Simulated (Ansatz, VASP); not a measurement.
**Two plane-wave programs on HfN**

```
Hf N
1.0
     0.00000    2.25078    2.36331
     2.25078    0.00000    2.36331
     2.25078    2.25078    0.00000
Hf N
1 1
Direct
  0.00000 0.00000 0.00000
  0.50000 0.50000 0.50000
```

Change from the starting cell: strain +0.000 along x and y, +0.050 along z, atoms carried along.

Alike in both runs: task single point; functional PBEsol; k mesh 22 × 22 × 22; occupations gaussian, width 0.15 eV; no spin polarisation.

|  | VASP | Ansatz |
| --- | --- | --- |
| version | VASP 6.6.1 | Ansatz 0.2.0 |
| potentials or method | VASP PAW PBE potentials, release 64 (Hf_pv, N), cutoff 600 eV | scalar-relativistic, plane waves, PAW |
| valence electrons in the cell | 15 | 31 |

Ansatz gave:

```
gap on the k mesh at the Fermi level (eV)                     : none
pressure (GPa)                                                : -11.2
traceless stress, the component that is largest in VASP (GPa) : -12.39
```

**Question.** Which values does VASP return?

**Answer.** gap on the k mesh at the Fermi level (eV): none; pressure (GPa): -13.3; traceless stress, the component that is largest in VASP (GPa): -12.22.

VASP's potentials were made for PBE, not for PBEsol. A gap of «none» marks a metal or a gap that the smearing closes. The functional is the same, so the differences come from potentials, cutoffs and numerics. VASP's potentials hold 15 valence electrons a cell and Ansatz's 31, so a difference there can come from the potentials and not from the codes.

Spin-orbit coupling is off throughout.
